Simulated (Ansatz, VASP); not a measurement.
**Two plane-wave programs on KCl**

Contents of POSCAR:

```
KCl
1.0
    0.0000000000      3.1759862350      3.1759862350
    3.1759862350      0.0000000000      3.1759862350
    3.1759862350      3.1759862350      0.0000000000
K Cl
1 1
Direct
    0.0000000000      0.0000000000      0.0000000000
    0.5000000000      0.5000000000      0.5000000000
```

File INCAR.step1:

```
SYSTEM = KCl
  PREC = Accurate
  ENCUT = 520
  ISMEAR = 0
  SIGMA = 0.01
  LREAL = .FALSE.
  LASPH = .TRUE.
  NELM = 80
  NBANDS = 15
  GGA = PE
  ALGO = Normal
  EDIFF = 1E-4
  LWAVE = .TRUE.
  LCHARG = .FALSE.
```

INCAR.step2

```
SYSTEM = KCl
  PREC = Accurate
  ENCUT = 520
  EDIFF = 1E-7
  ISMEAR = 0
  SIGMA = 0.01
  LREAL = .FALSE.
  LASPH = .TRUE.
  NELM = 80
  ALGO = Normal
  ISIF = 2
  LWAVE = .FALSE.
  LCHARG = .FALSE.
  METAGGA = R2SCAN
  LMIXTAU = .TRUE.
  NBANDS = 15
  ISTART = 1
```

The input KPOINTS:

```
regular mesh
0
G
  6 6 6
  0 0 0
```

Input for Ansatz:

```yaml
crystal:
  lattice:
    - [0.0, 3.175986235, 3.175986235]
    - [3.175986235, 0.0, 3.175986235]
    - [3.175986235, 3.175986235, 0.0]
  atoms:
    - { symbol: K, position: [0.0, 0.0, 0.0] }
    - { symbol: Cl, position: [0.5, 0.5, 0.5] }
kpoints:
  mp_grid: { grid: [6, 6, 6] }
hamiltonian:
  xc: r2scan
scf:
  occupations: { method: fixed }
  n_extra_bands: 4
output:
  forces: true
  stress: true
  eigenvalues: true
```

Alike in both runs: task single point; functional r2SCAN; k mesh 6 × 6 × 6; no spin polarisation.

|  | VASP | Ansatz |
| --- | --- | --- |
| version | VASP 6.6.1 | Ansatz 0.2.0 |
| potentials or method | VASP PAW PBE potentials, release 64 (K_sv, Cl) | plane waves, PAW |
| plane-wave cutoff (eV) | 520 | 500 |
| occupations | gaussian, width 0.01 eV | fixed |
| valence electrons in the cell | 16 | 16 |

|  | VASP | Ansatz | Ansatz less VASP |
| --- | --- | --- | --- |
| gap on the k mesh at the Fermi level (eV) | 5.73 | 5.73 | -0.004 |
| pressure (GPa) | -0.5 | -0.5 | +0.03 |

VASP's potentials were made for PBE, not for r2SCAN.
